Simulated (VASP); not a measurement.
# Pt (Im-3m) in VASP: single point with PBEsol

Aim: the single point of Pt with PBEsol.

Program: VASP 6.6.1. These are calculated values, not measurements. Logs are shortened: lines on timing, memory, paths and dates and some standing lists are left out, and cuts for length are marked.

## Step 1: The cell of the first run

The structure is cubic, space group Im-3m (No. 229). Conventional cell: a = 3.168 Å, b = 3.168 Å, c = 3.168 Å, α = 90.00°, β = 90.00°, γ = 90.00°. Pt (site symmetry m-3m) has 14 Pt at 2.74 to 3.17 Å within 3.6 Å.

## Step 2: Single point, PBEsol

File INCAR:

```
SYSTEM = Pt
PREC     = Accurate       ! precision mode
ENCUT    = 520            ! plane-wave cutoff, eV
EDIFF    = 1E-6           ! SCF threshold, eV
ISMEAR   = -1             ! smearing method
SIGMA    = 0.1            ! smearing width, eV
LREAL    = .FALSE.        ! projectors in reciprocal space
LASPH    = .TRUE.         ! aspherical terms in the spheres
NELM     = 100            ! most SCF steps
ALGO     = Normal         ! electronic algorithm
ISIF     = 2              ! what is computed and relaxed
LWAVE    = .FALSE.        ! write WAVECAR
LCHARG   = .FALSE.        ! write CHGCAR
GGA      = PS             ! functional
NBANDS   = 11             ! bands
```

File KPOINTS:

```
regular mesh
0
G
  15 15 15
  0 0 0
```

File POSCAR:

```
Pt
1.0
   -1.5842200000      1.5842200000      1.5842200000
    1.5842200000     -1.5842200000      1.5842200000
    1.5842200000      1.5842200000     -1.5842200000
Pt
1
Direct
    0.0000000000      0.0000000000      0.0000000000
```

Potentials or basis: VASP PAW PBE potentials, release 64 (Pt).

Launch:

```bash
cat potpaw_PBE.64/Pt/POTCAR > POTCAR
mpirun -np 1 vasp_std > vasp.out
```

OUTCAR:

```text
SYSTEM = Pt
   PREC = Accurate
   ENCUT = 520
   EDIFF = 1E-6
   ISMEAR = -1
   LREAL = .FALSE.
   LASPH = .TRUE.
   NELM = 100
   ISIF = 2
   GGA = PS

 ion  position               nearest neighbor table
   1  0.000  0.000  0.000-

  LATTYP: Found a body centered cubic cell.
 ALAT       =     3.1684400000

  Lattice vectors:

 A1 = (  -1.5842200000,   1.5842200000,   1.5842200000)
 A2 = (   1.5842200000,  -1.5842200000,   1.5842200000)
 A3 = (   1.5842200000,   1.5842200000,  -1.5842200000)

Analysis of symmetry for initial positions (statically):
=====================================================================
 Subroutine PRICEL returns:
 Original cell was already a primitive cell.

 Routine SETGRP: Setting up the symmetry group for a
 body centered cubic supercell.

 Subroutine GETGRP returns: Found 48 space group operations
 (whereof 48 operations were pure point group operations)
 out of a pool of 48 trial point group operations.

The static configuration has the point symmetry O_h .

Analysis of symmetry for dynamics (positions and initial velocities):
=====================================================================
 Subroutine PRICEL returns:
 Original cell was already a primitive cell.

 Routine SETGRP: Setting up the symmetry group for a
 body centered cubic supercell.

 Subroutine GETGRP returns: Found 48 space group operations
 (whereof 48 operations were pure point group operations)
 out of a pool of 48 trial point group operations.

The dynamic configuration has the point symmetry O_h .

 Subroutine INISYM returns: Found 48 space group operations
 (whereof 48 operations are pure point group operations),
 and found     1 'primitive' translations

----------------------------------------------------------------------------------------

                                     Primitive cell

  volume of cell :      15.9040

  direct lattice vectors                    reciprocal lattice vectors
    -1.584220000  1.584220000  1.584220000     0.000000000  0.315612731  0.315612731
     1.584220000 -1.584220000  1.584220000     0.315612731  0.000000000  0.315612731
     1.584220000  1.584220000 -1.584220000     0.315612731  0.315612731  0.000000000

  length of vectors
     2.743949530  2.743949530  2.743949530     0.446343804  0.446343804  0.446343804

  position of ions in fractional coordinates (direct lattice)
     0.000000000  0.000000000  0.000000000

  ion indices of the primitive-cell ions
   primitive index   ion index
                 1           1

----------------------------------------------------------------------------------------

 KPOINTS: regular mesh

Automatic generation of k-mesh.
 Grid dimensions read from file:
 generate k-points for:   15   15   15

 Generating k-lattice:

  Cartesian coordinates                     Fractional coordinates (reciprocal lattice)
     0.000000000  0.021040849  0.021040849     0.066666667  0.000000000  0.000000000
     0.021040849  0.000000000  0.021040849     0.000000000  0.066666667  0.000000000
     0.021040849  0.021040849  0.000000000     0.000000000  0.000000000  0.066666667

  Length of vectors
     0.029756254  0.029756254  0.029756254

  Shift w.r.t. Gamma in fractional coordinates (k-lattice)
     0.000000000  0.000000000  0.000000000

 Subroutine IBZKPT returns following result:
 ===========================================

 Found    120 irreducible k-points:

 Following reciprocal coordinates:
            Coordinates               Weight
  0.000000  0.000000  0.000000      1.000000
  0.066667  0.000000  0.000000     12.000000
  0.133333  0.000000  0.000000     12.000000
  0.200000  0.000000  0.000000     12.000000
  0.266667  0.000000  0.000000     12.000000
  0.333333  0.000000  0.000000     12.000000
[... 16 lines left out ...]
  0.333333  0.200000  0.000000     48.000000
  0.400000  0.200000  0.000000     24.000000
 [... further k-points ...]
   k-points           NKPTS =    120   k-points in BZ     NKDIM =    120   number of bands    NBANDS=     11
   number of dos      NEDOS =    301   number of ions     NIONS =      1
   total plane-waves  NPLWV =   8000
   dimension x,y,z NGX =    20 NGY =   20 NGZ =   20
   dimension x,y,z NGXF=    40 NGYF=   40 NGZF=   40
   ions per type =               1
   NGX,Y,Z   is equivalent  to a cutoff of  12.12, 12.12, 12.12 a.u.
   NGXF,Y,Z  is equivalent  to a cutoff of  24.23, 24.23, 24.23 a.u.
 SYSTEM =  Pt
   PREC   = accura    normal or accurate (medium, high low for compatibility)
   ISTART =      0    job   : 0-new  1-cont  2-samecut
   ICHARG =      2    charge: 1-file 2-atom 10-const
   ISPIN  =      1    spin polarized calculation?
   LNONCOLLINEAR =      F non collinear calculations
   LSORBIT =      F    spin-orbit coupling
   LASPH  =      T    aspherical Exc in radial PAW
   ENCUT  =  520.0 eV  38.22 Ry    6.18 a.u.   5.10  5.10  5.10*2*pi/ulx,y,z
   NELM   =    100;   NELMIN=  2; NELMDL= -5     # of ELM steps
   EDIFF  = 0.1E-05   stopping-criterion for ELM
   LREAL  =      F    real-space projection
   EDIFFG = 0.1E-04   stopping-criterion for IOM
   NSW    =      0    number of steps for IOM
   IBRION =     -1    ionic relax: 0-MD 1-quasi-New 2-CG
   NFREE  =      0    steps in history (QN), initial steepest desc. (CG)
   ISIF   =      2    stress and relaxation
   ISYM   =      2    0-nonsym 1-usesym 2-fastsym
   POTIM  = 0.5000    time-step for ionic-motion
   TEBEG  =    0.0;   TEEND  =   0.0 temperature during run
   PSTRESS=    0.0 pullay stress
   NELECT =      10.0000    total number of electrons
   NUPDOWN=      -1.0000    fix difference up-down
   EMIN   =  10.00;   EMAX   =-10.00  energy-range for DOS
   EFERMI =   0.00;   METHOD = LEGACY
   ISMEAR =    -1;   SIGMA  =   0.10  broadening in eV -4-tet -1-fermi 0-gaus
   EFERMI_NEDOS =   21; number of points for ismear=-14 and -15
   IALGO  =     38    algorithm
   IMIX   =      4    mixing-type and parameters
     AMIX     =   0.40;   BMIX     =  1.00
     AMIX_MAG =   1.60;   BMIX_MAG =  1.00
  volume/ion in A,a.u.               =      15.90       107.33
  Fermi-wavevector in a.u.,A,eV,Ry     =   1.402510  2.650360 26.763132  1.967035
  Thomas-Fermi vector in A             =   2.525265
   LORBIT       =      0    0 simple, 1 ext, 2 COOP (PROOUT), +10 PAW based schemes
   GGA     = PS    functional components
   LHFCALC =     F    Hartree Fock is set to
   AEXX    =    0.0000 exact exchange contribution
   IVDW    =     0    specifies the selected vdW correction
   LEPSILON=     F    determine dielectric tensor
   LRPA    =     F    only Hartree local field effects (RPA)
 non-spin polarized calculation
  energy-cutoff  :      520.00
  volume of cell :       15.90
 maximum number of plane-waves:       442
   NGX = 11   NGY = 11   NGZ = 11

 number of electron      10.0000000 magnetization

 Free energy of the ion-electron system (eV)
  ---------------------------------------------------
  ext. energy  EPLUGINS =         0.00000000
  ---------------------------------------------------
  free energy    TOTEN  =        -6.84728775 eV

  energy without entropy =       -6.81778843  energy(sigma->0) =       -6.83253809

 E-fermi :   9.9206     XC(G=0): -13.3085

 val. band max:        9.9182122875   @ k =   0.4667   0.0000   0.0000
 cond. band min:       9.9572493919   @ k =  -0.4000   0.4000   0.4000
 fundamental gap:      0.0390371044
 Fermi energy:         9.9206031191

 k-point     1 :       0.0000    0.0000    0.0000
  band No.  band energies     occupation
      1       0.4060      2.00000
      2       6.4498      2.00000
      3       6.4498      2.00000
      4       6.4498      2.00000
      5       8.9379      1.99989
      6       8.9379      1.99989
      7      26.9881      0.00000
      8      26.9881      0.00000
      9      26.9881      0.00000
     10      36.9140      0.00000
     11      36.9144      0.00000

 k-point     2 :       0.0667    0.0000    0.0000
  band No.  band energies     occupation
      1       0.5857      2.00000
      2       6.3795      2.00000
      3       6.4497      2.00000
      4       6.5933      2.00000
      5       8.8474      1.99996
      6       8.9426      1.99989
      7      27.0698      0.00000
      8      27.1245      0.00000
      9      27.2514      0.00000
     10      34.6614      0.00000
     11      35.1728      0.00000

 k-point     3 :       0.1333    0.0000    0.0000
  band No.  band energies     occupation
      1       1.1032      2.00000
      2       6.1864      2.00000
      3       6.4356      2.00000
      4       7.0140      2.00000
      5       8.6516      1.99999
      6       8.9601      1.99987
      7      27.1300      0.00000
      8      27.1755      0.00000
      9      28.0141      0.00000
     10      32.9515      0.00000
     11      33.0353      0.00000

 k-point     4 :       0.2000    0.0000    0.0000
  band No.  band energies     occupation
      1       1.8759      2.00000
      2       5.9153      2.00000
      3       6.4138      2.00000
      4       7.6817      2.00000
      5       8.5124      2.00000
      6       8.9970      1.99981
      7      26.0487      0.00000
      8      26.6692      0.00000
      9      29.1995      0.00000
     10      32.0935      0.00000
     11      32.5049      0.00000

 k-point     5 :       0.2667    0.0000    0.0000
  band No.  band energies     occupation
      1       2.6980      2.00000
      2       5.6213      2.00000
      3       6.5558      2.00000
      4       8.5264      2.00000
      5       8.5373      2.00000
      6       9.0564      1.99965
      7      23.6286      0.00000
      8      25.6280      0.00000
      9      30.6866      0.00000
     10      30.7312      0.00000
     11      32.4784      0.00000
[... 211 lines left out ...]
 k-point    21 :       0.2000    0.2000    0.0000
  band No.  band energies     occupation
      1       3.8402      2.00000
      2       5.6620      2.00000
      3       5.9335      2.00000
      4       8.3850      2.00000
      5       9.2584      1.99734
      6      10.4782      0.00755
      7      21.4887      0.00000
      8      23.8556      0.00000
      9      26.7896      0.00000
     10      30.2547      0.00000
     11      34.7687      0.00000

 k-point    22 :       0.2667    0.2000   -0.0000
  band No.  band energies     occupation
      1       4.1905      2.00000
      2       5.4839      2.00000
      3       6.3735      2.00000
      4       8.5434      2.00000
      5       9.3176      1.99520
      6      11.8521      0.00000
      7      19.2004      0.00000
      8      22.5361      0.00000
      9      26.0309      0.00000
     10      31.0321      0.00000
     11      34.6910      0.00000

 k-point    23 :       0.3333    0.2000    0.0000
  band No.  band energies     occupation
      1       4.2340      2.00000
      2       5.3749      2.00000
      3       6.9416      2.00000
      4       8.7022      1.99999
      5       9.4524      1.98165
      6      13.2994      0.00000
      7      17.0334      0.00000
      8      21.5568      0.00000
      9      25.5522      0.00000
     10      31.9500      0.00000
     11      33.9265      0.00000

 k-point    24 :       0.4000    0.2000    0.0000
  band No.  band energies     occupation
      1       4.2201      2.00000
      2       5.3415      2.00000
      3       7.1777      2.00000
      4       8.7400      1.99999
      5       9.5824      1.93429
      6      14.4280      0.00000
      7      15.6253      0.00000
      8      21.1711      0.00000
      9      25.3880      0.00000
     10      32.7208      0.00000
     11      33.1560      0.00000

 [... further k-points ...]
[... 5 lines left out ...]
  --------------------------------------------------------------------------------------
  -------------------------------------------------------------------------------------
  Total       -1.1243799     -1.1243799     -1.1243799     -0.0000000      0.0000000      0.0000000
  in kB     -113.2705968   -113.2705968   -113.2705968     -0.0000000      0.0000000      0.0000000
  external PRESSURE =    -113.2705968 kB  Pullay stress =       0.0000000 kB

 VOLUME and BASIS-vectors are now :
 -----------------------------------------------------------------------------
  energy-cutoff  :      520.00
  volume of cell :       15.90
      direct lattice vectors                 reciprocal lattice vectors
    -1.584220000  1.584220000  1.584220000     0.000000000  0.315612731  0.315612731
     1.584220000 -1.584220000  1.584220000     0.315612731  0.000000000  0.315612731
     1.584220000  1.584220000 -1.584220000     0.315612731  0.315612731  0.000000000

 POSITION                                       TOTAL-FORCE (eV/Angst)
 -----------------------------------------------------------------------------------
      0.00000      0.00000      0.00000        -0.000000     -0.000000      0.000000
 -----------------------------------------------------------------------------------
    total drift:                                0.000000     -0.000000      0.000000

  FREE ENERGIE OF THE ION-ELECTRON SYSTEM (eV)
  ---------------------------------------------------
  free  energy   TOTEN  =        -6.8472877526 eV

  energy  without entropy=       -6.8177884293  energy(sigma->0) =       -6.83253809
```

Run time: 23 s. Hardware: 1 thread of Intel Xeon 8259CL, shared host; peak memory 0.14 GiB.

What came out:

- Free energy: -6.8473 eV
- Pressure: -11.3 GPa
- Band gap on the k mesh: zero (band 5 reaches 10.84 eV, above the bottom of band 6 at 8.79 eV)

Caveat: the PAW data sets were made with another functional, which shifts forces and pressure a little; spin-orbit coupling is left out, which moves the levels of the heavy elements.
